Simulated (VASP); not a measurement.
Here is a VASP 6.6.1 calculation.

File INCAR:

```
SYSTEM = Rh
PREC     = Accurate       ! precision mode
ENCUT    = 520            ! plane-wave cutoff, eV
EDIFF    = 1E-7           ! SCF threshold, eV
ISMEAR   = 0              ! smearing method
SIGMA    = 0.15           ! smearing width, eV
LREAL    = .FALSE.        ! projectors in reciprocal space
LASPH    = .TRUE.         ! aspherical terms in the spheres
NELM     = 60             ! most SCF steps
ALGO     = Fast           ! electronic algorithm
ISIF     = 2              ! what is computed and relaxed
LWAVE    = .FALSE.        ! write WAVECAR
LCHARG   = .FALSE.        ! write CHGCAR
GGA      = PS             ! functional
NBANDS   = 38             ! bands
```

File KPOINTS:

```
regular mesh
0
G
  18 18 6
  0 0 0
```

Contents of POSCAR:

```
Rh
1.0
    2.6221000000      0.0000000000      0.0000000000
   -1.3110500000      2.2708052113      0.0000000000
    0.0000000000      0.0000000000      9.1930000000
Rh
4
Direct
    0.0000000000      0.0000000000      0.0000000000
    0.3333333333      0.6666666667      0.2500000000
    0.0000000000      0.0000000000      0.5000000000
    0.6666666667      0.3333333333      0.7500000000
```

Potentials or basis: VASP PAW PBE potentials, release 64 (Rh_pv).

Command:

```bash
$ cat potpaw_PBE.64/Rh_pv/POTCAR > POTCAR
$ mpirun -np 1 vasp_std > vasp.out
```

Question: Estimate the band gap on the k mesh.

Answer: Zero (band 30 reaches 12.84 eV, above the bottom of band 31 at 10.70 eV).

Question: Estimate the pressure.

Answer: -1.4 GPa.

Stress tensor (GPa, compression positive):
```
  7.22   0.00   0.00
  0.00   7.22   0.00
  0.00   0.00 -18.75
```

Caveat: the PAW data sets were made with another functional, which shifts forces and pressure a little.
